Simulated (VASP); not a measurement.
# PtS2 (P-3m1) in VASP: notebook, part 2 of 2

VASP 6.6.1. Earlier steps stand in the parts before.

### Step 4. Relaxation of the atoms, PBE (27.83 Å³/atom)

Input file INCAR:

```
SYSTEM = PtS2
PREC = Accurate
ENCUT = 520
EDIFF = 1E-6
ISMEAR = 0
SIGMA = 0.05
LREAL = .False.
LASPH = .True.
NELM = 100
ALGO = Normal
ISIF = 2
LWAVE = .False.
LCHARG = .False.
GGA = PE
IBRION = 2
NSW = 50
EDIFFG = -0.01
```

Input file KPOINTS:

```
Automatic mesh
0
Gamma
  12 12 6
  0 0 0
```

Input file POSCAR:

```
PtS2
1.0
    3.7579961843      0.0000000000      0.0000000000
   -1.8789980921      3.2545201629      0.0000000000
    0.0000000000      0.0000000000      6.8261457066
Pt S
1 2
Direct
    0.0000000000      0.0000000000      0.0000000000
    0.3333333333      0.6666666667      0.1889525212
    0.6666666667      0.3333333333      0.8110474788
```

Started as:

```
$ cat potpaw_PBE.64/Pt/POTCAR potpaw_PBE.64/S/POTCAR > POTCAR
$ mpirun -np 1 vasp_std > vasp.out
```

Run time: 2.2 min. Hardware: 1 thread of Intel Xeon 6975P-C (Granite Rapids), shared host; peak memory 0.28 GiB.

It converged, with:

```
Free energy                  : -15.2722 eV
Energy gained by relaxing    : 86.2 meV/atom
Ionic steps                  : 5
Pressure after relaxing      : -4.8 GPa
Largest force after relaxing : 0.006 eV/Å
Band gap on the k mesh       : 1.23 eV (least direct gap 1.28 eV)
```

Forces on the atoms (eV/Å):
```
Pt   0.000  0.000  0.000
S    0.000  0.000  0.006
S    0.000  0.000 -0.006
```

Stress tensor (GPa, compression positive):
```
-7.18  0.00  0.00
 0.00 -7.18  0.00
 0.00  0.00 -0.10
```

The path:
```csv
step,energy change (eV),largest force (eV/Å),pressure (GPa)
1,0.0000,1.5359,-10.68
2,-0.1798,0.8770,-8.25
3,-0.2585,0.0169,-4.92
4,-0.2585,0.0171,-4.76
5,-0.2585,0.0061,-4.82
```

Final structure:
```
CELL_PARAMETERS angstrom
3.75800 0.00000 0.00000
-1.87900 3.25452 0.00000
0.00000 0.00000 6.82615
ATOMIC_POSITIONS crystal
Pt 0.00000 0.00000 0.00000
S 0.33333 0.66667 0.16507
S 0.66667 0.33333 0.83493
```

Levels at points of the mesh, in eV from the valence-band top:
```tsv
k point	band 9	band 10	band 11	band 12	band 13	band 14
(0.00, 0.00, 0.00)	-0.73	-0.73	-0.52	2.71	2.71	4.69
(0.50, 0.00, 0.00)	-2.42	-1.73	-1.28	2.03	2.60	5.30
(0.00, 0.00, 0.50)	-0.73	-0.73	-0.72	2.73	2.73	5.67
(0.50, 0.00, 0.50)	-2.42	-1.76	-1.15	2.05	2.57	5.27
```

Caveat: spin-orbit coupling is left out, which moves the levels of the heavy elements; this functional lacks dispersion, which binds layers or chains, so the pressure and a relaxed spacing across them are unreliable. PBE gaps usually lie below the measured ones, often by a third to a half.

### Step 5. Single point, PBE (27.83 Å³/atom)

Input file INCAR:

```
ALGO     = Normal         # electronic algorithm
EDIFF    = 1E-6           # SCF threshold, eV
ENCUT    = 570            # plane-wave cutoff, eV
GGA      = PE             # functional
GGA_COMPAT= False        
ISIF     = 2              # what is computed and relaxed
ISMEAR   = 0              # smearing method
LASPH    = True           # aspherical terms in the spheres
LCHARG   = False          # write CHGCAR
LREAL    = False          # projectors in reciprocal space
LWAVE    = False          # write WAVECAR
NBANDS   = 22             # bands
NELM     = 120            # most SCF steps
PREC     = Accurate       # precision mode
SIGMA    = 0.05           # smearing width, eV
```

Input file KPOINTS:

```
k-points
0
Gamma
  12 12 6
```

Input file POSCAR:

```
PtS2
1.0
    3.8737623894      0.0000000000      0.0000000000
   -1.9368811947      3.3547766374      0.0000000000
    0.0000000000      0.0000000000      6.4242475465
Pt S
1 2
Direct
    0.0000000000      0.0000000000      0.0000000000
    0.3333333333      0.6666666667      0.1662674211
    0.6666666667      0.3333333333      0.8337325789
```

Potentials or basis: VASP PAW PBE potentials, release 64 (Pt_sv_GW, S).

Started as:

```
$ cat potpaw_PBE.64/Pt_sv_GW/POTCAR potpaw_PBE.64/S/POTCAR > POTCAR
$ mpirun -np 1 vasp_std > vasp.out
```

OUTCAR:

```text
EDIFF = 1E-6
   ENCUT = 570
   GGA = PE
   ISIF = 2
   ISMEAR = 0
   LASPH = True
   LREAL = False
   NELM = 120
   PREC = Accurate

 ion  position               nearest neighbor table
   1  0.000  0.000  0.000-   2 2.48   3 2.48   2 2.48   3 2.48   3 2.48   2 2.48
   2  0.333  0.667  0.166-   1 2.48   1 2.48   1 2.48
   3  0.667  0.333  0.834-   1 2.48   1 2.48   1 2.48

  LATTYP: Found a hexagonal cell.
 ALAT       =     3.8737623894
 C/A-ratio  =     1.6584000000

  Lattice vectors:

 A1 = (   3.8737623894,   0.0000000000,   0.0000000000)
 A2 = (  -1.9368811947,   3.3547766374,   0.0000000000)
 A3 = (   0.0000000000,   0.0000000000,   6.4242475465)

Analysis of symmetry for initial positions (statically):
=====================================================================
 Subroutine PRICEL returns:
 Original cell was already a primitive cell.

 Routine SETGRP: Setting up the symmetry group for a
 hexagonal supercell.

 Subroutine GETGRP returns: Found 12 space group operations
 (whereof 12 operations were pure point group operations)
 out of a pool of 24 trial point group operations.

The static configuration has the point symmetry D_3d.

Analysis of symmetry for dynamics (positions and initial velocities):
=====================================================================
 Subroutine PRICEL returns:
 Original cell was already a primitive cell.

 Routine SETGRP: Setting up the symmetry group for a
 hexagonal supercell.

 Subroutine GETGRP returns: Found 12 space group operations
 (whereof 12 operations were pure point group operations)
 out of a pool of 24 trial point group operations.

The dynamic configuration has the point symmetry D_3d.

 Subroutine INISYM returns: Found 12 space group operations
 (whereof 12 operations are pure point group operations),
 and found     1 'primitive' translations

----------------------------------------------------------------------------------------

                                     Primitive cell

  volume of cell :      83.4870

  direct lattice vectors                    reciprocal lattice vectors
     3.873762389  0.000000000  0.000000000     0.258146964  0.149041219  0.000000000
    -1.936881195  3.354776637  0.000000000     0.000000000  0.298082438  0.000000000
     0.000000000  0.000000000  6.424247547     0.000000000  0.000000000  0.155660253

  length of vectors
     3.873762389  3.873762389  6.424247547     0.298082438  0.298082438  0.155660253

  position of ions in fractional coordinates (direct lattice)
     0.000000000  0.000000000  0.000000000
     0.333333333  0.666666667  0.166267421
     0.666666667  0.333333333  0.833732579

  ion indices of the primitive-cell ions
   primitive index   ion index
                 1           1
                 2           2
                 3           3

----------------------------------------------------------------------------------------

 KPOINTS: k-points

Automatic generation of k-mesh.
 Grid dimensions read from file:
 generate k-points for:   12   12    6

 Generating k-lattice:

  Cartesian coordinates                     Fractional coordinates (reciprocal lattice)
     0.021512247  0.012420102  0.000000000     0.083333333 -0.000000000  0.000000000
     0.000000000  0.024840203  0.000000000     0.000000000  0.083333333  0.000000000
     0.000000000  0.000000000  0.025943376     0.000000000  0.000000000  0.166666667

  Length of vectors
     0.024840203  0.024840203  0.025943376

  Shift w.r.t. Gamma in fractional coordinates (k-lattice)
     0.000000000  0.000000000  0.000000000

 Subroutine IBZKPT returns following result:
 ===========================================

 Found    100 irreducible k-points:

 Following reciprocal coordinates:
            Coordinates               Weight
  0.000000  0.000000  0.000000      1.000000
  0.083333 -0.000000  0.000000      6.000000
  0.166667 -0.000000  0.000000      6.000000
  0.250000  0.000000  0.000000      6.000000
  0.333333 -0.000000  0.000000      6.000000
  0.416667 -0.000000  0.000000      6.000000
[... 16 lines left out ...]
  0.166667 -0.000000  0.166667      6.000000
  0.000000  0.166667  0.166667      6.000000
 [... further k-points ...]
   k-points           NKPTS =    100   k-points in BZ     NKDIM =    100   number of bands    NBANDS=     22
   number of dos      NEDOS =    301   number of ions     NIONS =      3
   total plane-waves  NPLWV =  45000
   dimension x,y,z NGX =    30 NGY =   30 NGZ =   50
   dimension x,y,z NGXF=    60 NGYF=   60 NGZF=  100
   ions per type =               1   2
   NGX,Y,Z   is equivalent  to a cutoff of  12.87, 12.87, 12.94 a.u.
   NGXF,Y,Z  is equivalent  to a cutoff of  25.75, 25.75, 25.88 a.u.
 SYSTEM =  unknown system
   PREC   = accura    normal or accurate (medium, high low for compatibility)
   ISTART =      0    job   : 0-new  1-cont  2-samecut
   ICHARG =      2    charge: 1-file 2-atom 10-const
   ISPIN  =      1    spin polarized calculation?
   LNONCOLLINEAR =      F non collinear calculations
   LSORBIT =      F    spin-orbit coupling
   LASPH  =      T    aspherical Exc in radial PAW
   ENCUT  =  570.0 eV  41.89 Ry    6.47 a.u.   7.54  7.54 12.51*2*pi/ulx,y,z
   NELM   =    120;   NELMIN=  2; NELMDL= -5     # of ELM steps
   EDIFF  = 0.1E-05   stopping-criterion for ELM
   LREAL  =      F    real-space projection
   EDIFFG = 0.1E-04   stopping-criterion for IOM
   NSW    =      0    number of steps for IOM
   IBRION =     -1    ionic relax: 0-MD 1-quasi-New 2-CG
   NFREE  =      0    steps in history (QN), initial steepest desc. (CG)
   ISIF   =      2    stress and relaxation
   ISYM   =      2    0-nonsym 1-usesym 2-fastsym
   POTIM  = 0.5000    time-step for ionic-motion
   TEBEG  =    0.0;   TEEND  =   0.0 temperature during run
   PSTRESS=    0.0 pullay stress
   NELECT =      30.0000    total number of electrons
   NUPDOWN=      -1.0000    fix difference up-down
   EMIN   =  10.00;   EMAX   =-10.00  energy-range for DOS
   EFERMI =   0.00;   METHOD = LEGACY
   ISMEAR =     0;   SIGMA  =   0.05  broadening in eV -4-tet -1-fermi 0-gaus
   EFERMI_NEDOS =   21; number of points for ismear=-14 and -15
   IALGO  =     38    algorithm
   IMIX   =      4    mixing-type and parameters
     AMIX     =   0.40;   BMIX     =  1.00
     AMIX_MAG =   1.60;   BMIX_MAG =  1.00
  volume/ion in A,a.u.               =      27.83       187.80
  Fermi-wavevector in a.u.,A,eV,Ry     =   1.163882  2.199418 18.430743  1.354621
  Thomas-Fermi vector in A             =   2.300427
   LORBIT       =      0    0 simple, 1 ext, 2 COOP (PROOUT), +10 PAW based schemes
   GGA     = PE    functional components
   LHFCALC =     F    Hartree Fock is set to
   AEXX    =    0.0000 exact exchange contribution
   IVDW    =     0    specifies the selected vdW correction
   LEPSILON=     F    determine dielectric tensor
   LRPA    =     F    only Hartree local field effects (RPA)
 non-spin polarized calculation
 Gauss-broadening in eV      SIGMA  =   0.05
  energy-cutoff  :      570.00
  volume of cell :       83.49
 maximum number of plane-waves:      2607
   NGX = 15   NGY = 15   NGZ = 25

 number of electron      29.9999997 magnetization

 Free energy of the ion-electron system (eV)
  ---------------------------------------------------
  ext. energy  EPLUGINS =         0.00000000
  ---------------------------------------------------
  free energy    TOTEN  =       -14.96058119 eV

  energy without entropy =      -14.96058119  energy(sigma->0) =      -14.96058119

 E-fermi :   2.2408     XC(G=0):  -8.2686

 val. band max:        1.9179401547   @ k =   0.1667   0.1667   0.0000
 cond. band min:       2.8790732420   @ k =   0.0000   0.2500   0.1667
 fundamental gap:      0.9611330873
 Fermi energy:         2.2408482670

 k-point     1 :       0.0000    0.0000    0.0000
  band No.  band energies     occupation
      1     -96.9255      2.00000
      2     -51.1431      2.00000
      3     -51.1431      2.00000
      4     -50.7758      2.00000
      5     -12.0124      2.00000
      6      -9.5943      2.00000
[... 14 lines left out ...]
     21       9.5387      0.00000
     22       9.8162      0.00000
[... 552 lines left out ...]
  band No.  band energies     occupation
      1     -96.9258      2.00000
      2     -51.1450      2.00000
      3     -51.1438      2.00000
      4     -50.7756      2.00000
      5     -11.7475      2.00000
      6      -9.7520      2.00000
[... 14 lines left out ...]
     21      10.4822      0.00000
     22      10.6256      0.00000

 [... further k-points ...]

------------------------ aborting loop because EDIFF is reached ----------------------------------------

  FORCE on cell =-STRESS in cart. coord.  units (eV):
  Direction    XX          YY          ZZ          XY          YZ          ZX
  --------------------------------------------------------------------------------------
  -------------------------------------------------------------------------------------
  Total       -5.8166313     -5.8166313     -0.2350733      0.0000000      0.0000000      0.0000000
  in kB     -111.6254596   -111.6254596     -4.5112309      0.0000000      0.0000000      0.0000000
  external PRESSURE =     -75.9207167 kB  Pullay stress =       0.0000000 kB

 VOLUME and BASIS-vectors are now :
 -----------------------------------------------------------------------------
  energy-cutoff  :      570.00
  volume of cell :       83.49
      direct lattice vectors                 reciprocal lattice vectors
     3.873762389  0.000000000  0.000000000     0.258146964  0.149041219  0.000000000
    -1.936881195  3.354776637  0.000000000     0.000000000  0.298082438  0.000000000
     0.000000000  0.000000000  6.424247547     0.000000000  0.000000000  0.155660253

 POSITION                                       TOTAL-FORCE (eV/Angst)
 -----------------------------------------------------------------------------------
      0.00000      0.00000      0.00000         0.000000      0.000000      0.000000
     -0.00000      2.23652      1.06814        -0.000000      0.000000     -0.011925
      1.93688      1.11826      5.35610         0.000000     -0.000000      0.011925
 -----------------------------------------------------------------------------------
    total drift:                                0.000000      0.000000      0.000000

  FREE ENERGIE OF THE ION-ELECTRON SYSTEM (eV)
  ---------------------------------------------------
  free  energy   TOTEN  =       -14.9605811878 eV

  energy  without entropy=      -14.9605811878  energy(sigma->0) =      -14.96058119
```

Run time: 2.6 min. Hardware: 1 thread of Intel Xeon Platinum 8488C (Sapphire Rapids), shared host; peak memory 0.34 GiB.

What came out:

| Quantity | Value |
| --- | --- |
| Free energy | -14.9606 eV |
| Pressure | -7.6 GPa |
| Largest force | 0.012 eV/Å |
| Band gap on the k mesh | 0.96 eV (least direct gap 0.98 eV) |

Forces on the atoms (eV/Å):
```
Pt   0.000  0.000  0.000
S    0.000  0.000 -0.012
S    0.000  0.000  0.012
```

Stress tensor (GPa, compression positive):
```
-11.16   0.00   0.00
  0.00 -11.16   0.00
  0.00   0.00  -0.45
```

Caveat: the stress differs along the axes, from -11 to -0 GPa; spin-orbit coupling is left out, which moves the levels of the heavy elements; this functional lacks dispersion, which binds layers or chains, so the pressure and a relaxed spacing across them are unreliable.

### Step 6. Summary

```tsv
task	potentials or basis	cell	cutoff (eV)	gap on the mesh (eV)	pressure (GPa)	largest force (eV/Å)
relaxation of the atoms	VASP PAW PBE potentials, release 64 (Pt, S)	atoms relaxed from a = 3.646, b = 3.646, c = 7.253 Å, angles 90.0, 90.0, 120.0°, 3 atoms, atomic positions A	520	1.52	-2.0	0.01
relaxation of the atoms	VASP PAW PBE potentials, release 64 (Pt, S)	atoms relaxed from a = 3.586, b = 3.586, c = 5.429 Å, angles 90.0, 90.0, 120.0°, 3 atoms, atomic positions A	520	0.91	0.4	0.01
relaxation of the atoms	VASP PAW PBE potentials, release 64 (Pt, S)	atoms relaxed from a = 3.758, b = 3.758, c = 6.826 Å, angles 90.0, 90.0, 120.0°, 3 atoms, atomic positions A	520	1.23	-4.8	0.01
single point	VASP PAW PBE potentials, release 64 (Pt_sv_GW, S)	a = 3.874, b = 3.874, c = 6.424 Å, angles 90.0, 90.0, 120.0°, 3 atoms, atomic positions B	570	0.96	-7.6	0.01
```

Alike in all rows: level PBE; no spin polarisation; k mesh 12 × 12 × 6; smearing gaussian 0.05 eV.

Caveats: spin-orbit coupling is left out, which moves the levels of the heavy elements; this functional lacks dispersion, which binds layers or chains, so the pressure and a relaxed spacing across them are unreliable; the stress differs along the axes, from -11 to -0 GPa (at least some runs).

Total energies depend on the potentials used, so only differences within one code and one set of settings carry meaning.
